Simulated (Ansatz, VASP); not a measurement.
Two plane-wave programs on Re

Contents of INCAR:

```
ALGO = Fast
EDIFF = 1E-6
ENCUT = 520
GGA = PE
ISIF = 2
ISMEAR = 0
LASPH = True
LCHARG = False
LREAL = False
LWAVE = False
NBANDS = 10
NELM = 100
PREC = Accurate
SIGMA = 0.15
```

KPOINTS

```
k-points
0
Gamma
  10 10 10
```

POSCAR

```
Re
1.0
    0.0000000000      1.9577236186      2.1730732166
    2.1192358171      0.0000000000      2.1730732166
    2.1192358171      1.9577236186      0.0000000000
Re
1
Direct
    0.0000000000      0.0000000000      0.0000000000
```

Input for Ansatz:

```yaml
crystal:
  lattice:
    - [0.0, 1.9577236186, 2.1730732166]
    - [2.1192358171, 0.0, 2.1730732166]
    - [2.1192358171, 1.9577236186, 0.0]
  atoms:
    - { symbol: Re, position: [0.0, 0.0, 0.0] }
basis:
  ecutwfc: 420
kpoints:
  mp_grid: { grid: [10, 10, 10] }
hamiltonian:
  xc: pbe
scf:
  occupations: { method: gaussian, width: 0.15 }
output:
  forces: true
  stress: true
  eigenvalues: true
```

Change from the starting cell: normal strain along x +0.0825, normal strain along z +0.1100.

Alike in both runs: task single point; functional PBE; k mesh 10 × 10 × 10; occupations gaussian, width 0.15 eV; no spin polarisation.

```csv
,VASP,Ansatz
version,VASP 6.6.1,Ansatz 0.2.0
potentials or method,"VASP PAW PBE potentials, release 64 (Re), cutoff 520 eV","scalar-relativistic, plane waves, PAW"
valence electrons in the cell,7,15
```

Ansatz gave:

- gap on the k mesh at the Fermi level (eV): none
- pressure (GPa): -43.1
- traceless stress, the component that is largest in VASP (GPa): 8.48

**Question.** Estimate VASP's values.

**Answer.** gap on the k mesh at the Fermi level (eV): none; pressure (GPa): -44.0; traceless stress, the component that is largest in VASP (GPa): 8.50.

A gap of «none» marks a metal or a gap that the smearing closes. Both programs put the cell under strong tension, so it lies far from rest at this level. VASP's potentials hold 7 valence electrons a cell and Ansatz's 15, so a difference there can come from the potentials and not from the codes.

Spin-orbit coupling is off throughout. Noted on VASP's run: the cell as given lies far from equilibrium.
